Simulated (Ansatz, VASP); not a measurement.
## KCl: VASP beside Ansatz

```xyz
2
Lattice="3.7432 0.0000 0.0000 0.0000 3.7432 0.0000 0.0000 0.0000 3.9352" Properties=species:S:1:pos:R:3 pbc="T T T"
K     0.0000    0.0000    0.0000
Cl    1.8716    1.8716    1.9676
```

Change from the starting cell: strain -0.025 along x and y, +0.025 along z, atoms carried along.

Alike in both runs: task single point; functional PBEsol; k mesh 6 × 6 × 6; occupations gaussian, width 0.05 eV; no spin polarisation.

|  | VASP | Ansatz |
| --- | --- | --- |
| version | VASP 6.6.1 | Ansatz 0.2.0 |
| potentials or method | VASP PAW PBE potentials, release 64 (K_sv, Cl), cutoff 520 eV | scalar-relativistic, plane waves, PAW |
| valence electrons in the cell | 16 | 16 |

```tsv
	VASP	Ansatz	Ansatz less VASP
gap on the k mesh at the Fermi level (eV)	4.61	4.61	+0.003
least direct gap on the mesh (eV)	4.81	4.81	+0.003
pressure (GPa)	-1.0	-1.0	-0.02
traceless stress, the component that is largest in VASP (GPa)	-1.44	-1.44	-0.003
```

VASP's potentials were made for PBE, not for PBEsol.
